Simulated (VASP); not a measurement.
Write the native input for VASP 6.6.1 that does the following.

- Task: single point
- Functional: LDA
- Potentials or basis: VASP PAW LDA potentials, release 64 (W_sv, C)
- Cutoff: 520 eV
- k mesh: 2 × 2 × 2
- Occupations: fermi-dirac, width 0.36 eV
- Spin: no spin polarisation
- Dipole correction: no
- Further INCAR settings: LREAL = Auto; ALGO = Normal; EDIFF = 1e-06; NBANDS = 86

The structure of WC lies in POSCAR:

```
WC
1.0
   -2.8881030000     -5.0023390000      0.0000000000
    4.4166420000     -2.5499490000      0.0000000000
    0.0000000000      0.0000000000      5.6968440000
W C
8 8
Direct
    0.7735790797      0.5553033415      0.0080395391
    0.7180756591      0.4964578214      0.5220258796
    0.5193598540      0.0237204538      0.0188174365
    0.4775472128      0.0415486557      0.5071404448
    0.2671319708      0.5286832499     -0.0024223939
    0.2400769896      0.5216784774      0.5006807278
    0.0028090580      0.0419805021     -0.0077235747
   -0.0312154194      0.0265692020      0.4938523856
    0.4670531172      0.7488941845      0.2539476243
    0.5017807244      0.7110819522      0.7279293588
    0.2451034918      0.1973409052      0.2373770460
    0.2114362826      0.1789933986      0.6922078259
    0.0109801219      0.6940820024      0.1941776886
   -0.0352493446      0.6670443885      0.7080587076
    0.7496614629      0.2085293578      0.2626366458
    0.7146256180      0.2247889666      0.7431834187
```

The input as run:

INCAR

```
  PREC = Accurate
  ENCUT = 520
  EDIFF = 1E-6
  ISMEAR = -1
  SIGMA = 0.36
  LREAL = Auto
  LASPH = T
  NELM = 100
  ALGO = Normal
  ISIF = 2
  LWAVE = F
  LCHARG = F
  GGA = CA
  NBANDS = 86
```

KPOINTS

```
Automatic mesh
0
Gamma
  2 2 2
```

Potentials or basis: VASP PAW LDA potentials, release 64 (W_sv, C).

The run is started by

```bash
$ cat potpaw_LDA.64/W_sv/POTCAR potpaw_LDA.64/C/POTCAR > POTCAR
$ mpirun -np 1 vasp_std > vasp.out
```

Results of the run:

* Pressure: 8.4 GPa
* Largest force: 7.882 eV/Å
* Band gap on the k mesh: zero (bands 72 and 73 overlap by 0.18 eV)

Caveat: the k points lie up to 0.62 Å⁻¹ apart; the atoms stand as in a frame of molecular dynamics; so wide a smearing shifts energies and pressures; spin-orbit coupling is left out, which moves the levels of the heavy elements; forces of over 1 eV/Å act on the atoms, so gaps and moduli don't describe the material at rest.

Run time: 94 s on 1 thread of AMD EPYC 9R45 96-Core Processor (Zen 5), with other jobs on the host, peak memory 0.23 GiB.
